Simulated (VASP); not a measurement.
Input of a VASP 6.6.1 run:

The input INCAR:

```
SYSTEM = Be3Br2
PREC = Accurate
ENCUT = 600
EDIFF = 1E-7
ISMEAR = 0
SIGMA = 0.1
LREAL = .False.
LASPH = .True.
NELM = 120
ALGO = Normal
ISIF = 3
LWAVE = .False.
LCHARG = .False.
GGA = PE
IBRION = 2
NSW = 100
EDIFFG = -0.01
GGA_COMPAT = .False.
NELMIN = 4
KPAR = 4
```

The input KPOINTS:

```
regular mesh
0
Gamma
  12 12 12
  0 0 0
```

Contents of POSCAR:

```
Be3Br2
1.0
    2.7217337687      1.5713937240      8.9510939094
   -2.7217337687      1.5713937240      8.9510939094
    0.0000000000     -3.1427874480      8.9510939094
Be Br
6 4
Direct
    0.4681460672      0.0318539328      0.2500000000
    0.2500000000      0.4681460672      0.0318539328
    0.0318539328      0.2500000000      0.4681460672
    0.5318539328      0.9681460672      0.7500000000
    0.7500000000      0.5318539328      0.9681460672
    0.9681460672      0.7500000000      0.5318539328
    0.4348957346      0.4348957346      0.4348957346
    0.0651042654      0.0651042654      0.0651042654
    0.5651042654      0.5651042654      0.5651042654
    0.9348957346      0.9348957346      0.9348957346
```

Potentials or basis: VASP PAW PBE potentials, release 64 (Be, Br).

Launch:

```bash
$ cat potpaw_PBE.64/Be/POTCAR potpaw_PBE.64/Br/POTCAR > POTCAR
$ mpirun -np 4 vasp_std > vasp.out
```

Question: Estimate the band gap on the k mesh.

Answer: Zero (bands 20 and 21 overlap by 0.58 eV).

Question: What does it give for the relaxed volume?

Answer: 23.73 Å³/atom.

The path:
```
step  energy change (eV)  largest force (eV/Å)  pressure (GPa)  volume (Å³)
   1              0.0000                0.0014            0.10       229.70
   2             -0.0007                0.0018            0.08       230.16
   3             -0.0024                0.0108            0.01       231.56
   4             -0.0040                0.0262           -0.11       234.35
   5             -0.0047                0.0327           -0.01       234.37
   6             -0.0048                0.0369            0.05       234.38
   7             -0.0053                0.0335            0.04       234.67
   8             -0.0063                0.0226            0.03       235.55
   9             -0.0071                0.0229           -0.01       237.28
  10             -0.0069                0.0365            0.00       237.31
  11             -0.0071                0.0014           -0.01       237.29
```
